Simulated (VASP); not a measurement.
MgO, 2 atoms in the cell. It takes space group P-6m2 (No. 187, hexagonal). The conventional cell has a = 2.909 Å, b = 2.909 Å, c = 2.657 Å, α = 90.00°, β = 90.00°, γ = 120.00°. Mg (site symmetry -6m2) has 6 O at 2.14 Å and 2 Mg at 2.66 Å within 2.8 Å. Within 2.8 Å of O (site symmetry -6m2) lie 6 Mg at 2.14 Å and 2 O at 2.66 Å. 

```yaml
Program: VASP 6.6.1
Task: single point
Functional: PBEsol
Potentials_or_basis: VASP PAW PBE potentials, release 64 (Mg, O)
Cutoff: 600 eV
k_mesh: 12 × 12 × 8
Occupations: gaussian, width 0.01 eV
Spin: no spin polarisation
Dipole_correction: no
Further_INCAR_settings: ALGO = Normal; EDIFF = 1e-06; NBANDS = 11
```

Potentials or basis: VASP PAW PBE potentials, release 64 (Mg, O).

Run with:

```console
$ cat potpaw_PBE.64/Mg/POTCAR potpaw_PBE.64/O/POTCAR > POTCAR
$ mpirun -np 1 vasp_std > vasp.out
```

Hardware: 1 thread of Intel Xeon 8259CL, with other jobs on the host.

Q: How long does it take, and how much memory?

A: Wall time 26 s on 1 thread of Intel Xeon 8259CL (shared host), peak memory 0.16 GiB. Counts: scf iterations 12, k points 95.
